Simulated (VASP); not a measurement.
# Sb3Ru (P4/mmm) in VASP: relaxation of cell and atoms with PBE

Aim: the relaxation of cell and atoms of Sb3Ru with PBE.

All numbers are computed with VASP 6.6.1; they aren't measurements. Logs are shortened: lines on timing, memory, paths and dates and some standing lists are left out, and cuts for length are marked.

### Step 1. The cell of the first run

Symmetry: P4/mmm, No. 123, tetragonal system. The conventional cell has a = 4.535 Å, b = 4.535 Å, c = 4.489 Å, α = 90.00°, β = 90.00°, γ = 90.00°. Sb (site symmetry mmm) has 8 Sb at 3.19 to 3.21 Å and 4 Ru at 3.19 Å within 4.2 Å. Sb (site symmetry 4/mmm) has 8 Sb at 3.19 Å and 4 Ru at 3.21 Å within 4.2 Å. Ru (site symmetry 4/mmm) has 12 Sb at 3.19 to 3.21 Å within 4.2 Å.

### Step 2. Relaxation of cell and atoms, PBE

Input file INCAR:

```
SYSTEM = Sb3Ru
PREC = Accurate
ENCUT = 600
EDIFF = 1E-7
ISMEAR = 0
SIGMA = 0.1
LREAL = .FALSE.
LASPH = .TRUE.
NELM = 100
ALGO = Normal
ISIF = 3
LWAVE = .FALSE.
LCHARG = .FALSE.
GGA = PE
IBRION = 2
NSW = 100
EDIFFG = -0.01
```

Input file KPOINTS:

```
Automatic mesh
0
G
  10 10 10
  0 0 0
```

Input file POSCAR:

```
Sb3Ru
1.0
    4.5351259206      0.0000000000      0.0000000000
    0.0000000000      4.5351259206      0.0000000000
    0.0000000000      0.0000000000      4.4885111559
Sb Ru
3 1
Direct
    0.0000000000      0.5000000000      0.5000000000
    0.5000000000      0.0000000000      0.5000000000
    0.5000000000      0.5000000000      0.0000000000
    0.0000000000      0.0000000000      0.0000000000
```

Potentials or basis: VASP PAW PBE potentials, release 64 (Sb, Ru_pv).

The run is started by

```bash
> cat potpaw_PBE.64/Sb/POTCAR potpaw_PBE.64/Ru_pv/POTCAR > POTCAR
> mpirun -np 1 vasp_std > vasp.out
```

OUTCAR:

```text
SYSTEM = Sb3Ru
   PREC = Accurate
   ENCUT = 600
   EDIFF = 1E-7
   ISMEAR = 0
   LREAL = .FALSE.
   LASPH = .TRUE.
   NELM = 100
   ISIF = 3
   GGA = PE
   IBRION = 2
   NSW = 100
   EDIFFG = -0.01

 ion  position               nearest neighbor table
   1  0.000  0.500  0.500-   3 3.19   4 3.19   3 3.19   4 3.19   4 3.19   4 3.19   3 3.19   3 3.19
                             2 3.21   2 3.21   2 3.21   2 3.21
   2  0.500  0.000  0.500-   3 3.19   4 3.19   3 3.19   4 3.19   3 3.19   3 3.19   4 3.19   4 3.19
                             1 3.21   1 3.21   1 3.21   1 3.21
   3  0.500  0.500  0.000-   1 3.19   2 3.19   1 3.19   2 3.19   2 3.19   2 3.19   1 3.19   1 3.19
                             4 3.21   4 3.21   4 3.21   4 3.21
   4  0.000  0.000  0.000-   1 3.19   2 3.19   1 3.19   2 3.19   1 3.19   1 3.19   2 3.19   2 3.19
                             3 3.21   3 3.21   3 3.21   3 3.21

  LATTYP: Found a simple tetragonal cell.
 ALAT       =     4.5351259206
 C/A-ratio  =     0.9897213957

  Lattice vectors:

 A1 = (   4.5351259206,   0.0000000000,   0.0000000000)
 A2 = (   0.0000000000,   4.5351259206,   0.0000000000)
 A3 = (   0.0000000000,   0.0000000000,   4.4885111559)

Analysis of symmetry for initial positions (statically):
=====================================================================
 Subroutine PRICEL returns:
 Original cell was already a primitive cell.

 Routine SETGRP: Setting up the symmetry group for a
 simple tetragonal supercell.

 Subroutine GETGRP returns: Found 16 space group operations
 (whereof 16 operations were pure point group operations)
 out of a pool of 16 trial point group operations.

The static configuration has the point symmetry D_4h.

Analysis of symmetry for dynamics (positions and initial velocities):
=====================================================================
 Subroutine PRICEL returns:
 Original cell was already a primitive cell.

 Routine SETGRP: Setting up the symmetry group for a
 simple tetragonal supercell.

 Subroutine GETGRP returns: Found 16 space group operations
 (whereof 16 operations were pure point group operations)
 out of a pool of 16 trial point group operations.

The dynamic configuration has the point symmetry D_4h.

 Subroutine INISYM returns: Found 16 space group operations
 (whereof 16 operations are pure point group operations),
 and found     1 'primitive' translations

----------------------------------------------------------------------------------------

                                     Primitive cell

  volume of cell :      92.3169

[... 105 lines left out ...]
   EMIN   =  10.00;   EMAX   =-10.00  energy-range for DOS
   EFERMI =   0.00;   METHOD = LEGACY
   ISMEAR =     0;   SIGMA  =   0.10  broadening in eV -4-tet -1-fermi 0-gaus
   EFERMI_NEDOS =   21; number of points for ismear=-14 and -15
   IALGO  =     38    algorithm
   IMIX   =      4    mixing-type and parameters
     AMIX     =   0.40;   BMIX     =  1.00
     AMIX_MAG =   1.60;   BMIX_MAG =  1.00
  volume/ion in A,a.u.               =      23.08       155.75
  Fermi-wavevector in a.u.,A,eV,Ry     =   1.112877  2.103033 16.850750  1.238495
  Thomas-Fermi vector in A             =   2.249456
   LORBIT       =      0    0 simple, 1 ext, 2 COOP (PROOUT), +10 PAW based schemes
   GGA     = PE    functional components
   LHFCALC =     F    Hartree Fock is set to
   AEXX    =    0.0000 exact exchange contribution
   IVDW    =     0    specifies the selected vdW correction
   LEPSILON=     F    determine dielectric tensor
   LRPA    =     F    only Hartree local field effects (RPA)
 conjugate gradient relaxation of ions
 non-spin polarized calculation
 Gauss-broadening in eV      SIGMA  =   0.10
  energy-cutoff  :      600.00
  volume of cell :       92.32
 maximum number of plane-waves:      3104
   NGX = 19   NGY = 19   NGZ = 17

--------------------------------------- Ionic step        1  -------------------------------------------

 number of electron      28.9999998 magnetization

 Free energy of the ion-electron system (eV)
  ---------------------------------------------------
  ext. energy  EPLUGINS =         0.00000000
  ---------------------------------------------------
  free energy    TOTEN  =       -19.31195969 eV

  energy without entropy =      -19.29311591  energy(sigma->0) =      -19.30253780

------------------------ aborting loop because EDIFF is reached ----------------------------------------

  FORCE on cell =-STRESS in cart. coord.  units (eV):
  Direction    XX          YY          ZZ          XY          YZ          ZX
  --------------------------------------------------------------------------------------
  -------------------------------------------------------------------------------------
  Total       -0.8612443     -0.8612443     -0.8351865      0.0000000      0.0000000      0.0000000
  in kB      -14.9470658    -14.9470658    -14.4948275      0.0000000      0.0000000      0.0000000
  external PRESSURE =     -14.7963197 kB  Pullay stress =       0.0000000 kB
[... 63 lines left out ...]
--------------------------------------- Ionic step        3  -------------------------------------------

 number of electron      28.9999997 magnetization

 Free energy of the ion-electron system (eV)
  ---------------------------------------------------
  ext. energy  EPLUGINS =         0.00000000
  ---------------------------------------------------
  free energy    TOTEN  =       -19.31957189 eV

  energy without entropy =      -19.30059703  energy(sigma->0) =      -19.31008446

 E-fermi :   9.5873     XC(G=0): -11.0204

 val. band max:        9.5861651339   @ k =   0.0000   0.0000   0.5000
 cond. band min:       9.5880816956   @ k =   0.5000   0.0000   0.0000
 fundamental gap:      0.0019165617
 Fermi energy:         9.5872785391

 k-point     1 :       0.0000    0.0000    0.0000
  band No.  band energies     occupation
      1     -32.0934      2.00000
      2     -32.0934      2.00000
      3     -32.0912      2.00000
      4      -3.6067      2.00000
      5       2.2493      2.00000
      6       2.3592      2.00000
[... 481 lines left out ...]
      5       1.0330      2.00000
      6       2.1717      2.00000
[... 10 lines left out ...]
     17      10.8263      0.00000
     18      11.2406      0.00000

 [... further k-points ...]

------------------------ aborting loop because EDIFF is reached ----------------------------------------

  FORCE on cell =-STRESS in cart. coord.  units (eV):
  Direction    XX          YY          ZZ          XY          YZ          ZX
  --------------------------------------------------------------------------------------
  -------------------------------------------------------------------------------------
  Total       -0.0050734     -0.0050734      0.0199304      0.0000000      0.0000000      0.0000000
  in kB       -0.0896184     -0.0896184      0.3520589      0.0000000      0.0000000      0.0000000
  external PRESSURE =       0.0576074 kB  Pullay stress =       0.0000000 kB
[... 19 lines left out ...]
  FREE ENERGIE OF THE ION-ELECTRON SYSTEM (eV)
  ---------------------------------------------------
  free  energy   TOTEN  =       -19.3195718925 eV

  energy  without entropy=      -19.3005970277  energy(sigma->0) =      -19.31008446

 reached required accuracy - stopping structural energy minimisation
```

OSZICAR:

```text
N       E                     dE             d eps       ncg     rms          rms(c)
DAV:   1     0.183799979848E+03    0.18380E+03   -0.14334E+04  5488   0.152E+03
DAV:   2    -0.916023688974E+01   -0.19296E+03   -0.18960E+03  5406   0.304E+02
DAV:   3    -0.192226572164E+02   -0.10062E+02   -0.95473E+01  5704   0.633E+01
[... 33 lines left out ...]
DAV:   7    -0.193195715269E+02   -0.49139E-06   -0.17947E-05  5382   0.301E-02    0.674E-03
DAV:   8    -0.193195715608E+02   -0.33901E-07   -0.18093E-06  5536   0.960E-03    0.134E-03
DAV:   9    -0.193195717084E+02   -0.14759E-06   -0.92963E-08  2646   0.211E-03    0.509E-04
DAV:  10    -0.193195718634E+02   -0.15499E-06   -0.25325E-08  2508   0.877E-04    0.182E-04
DAV:  11    -0.193195718925E+02   -0.29128E-07   -0.61270E-09  2436   0.534E-04
   3 F= -.19319572E+02 E0= -.19310084E+02  d E =-.761220E-02
```

It took 5.3 min on 1 thread of Intel Xeon Platinum 8488C (Sapphire Rapids), shared host; peak memory 0.41 GiB.

What came out:

| Item | Value |
| --- | --- |
| Free energy | -19.3196 eV |
| Relaxed volume | 22.68 Å³/atom |
| Relaxed cell | a = 4.508 Å, b = 4.508 Å, c = 4.463 Å, α = 90.00°, β = 90.00°, γ = 90.00° |
| Space group after relaxing (to 0.1 Å) | Pm-3m (No. 221) |
| Energy gained by relaxing | 1.9 meV/atom |
| Ionic steps | 3 |
| Pressure after relaxing | 0.0 GPa |
| Band gap on the k mesh | zero (an odd number of electrons rules out a gap without spin polarisation) |

Step by step:
| step | energy change (eV) | largest force (eV/Å) | pressure (GPa) | volume (Å³) |
| --- | --- | --- | --- | --- |
| 1 | 0.0000 | 0.0000 | -1.48 | 92.32 |
| 2 | -0.0031 | 0.0000 | 1.21 | 89.50 |
| 3 | -0.0076 | 0.0000 | 0.01 | 90.70 |

Final structure:
```
Sb Ru
1.0
     4.50824    0.00000    0.00000
     0.00000    4.50824    0.00000
     0.00000    0.00000    4.46270
Sb Ru
3 1
Cartesian
  0.0000 2.2541 2.2314
  2.2541 0.0000 2.2314
  2.2541 2.2541 0.0000
  0.0000 0.0000 0.0000
```

Caveat: spin-orbit coupling is left out, which moves the levels of the heavy elements.
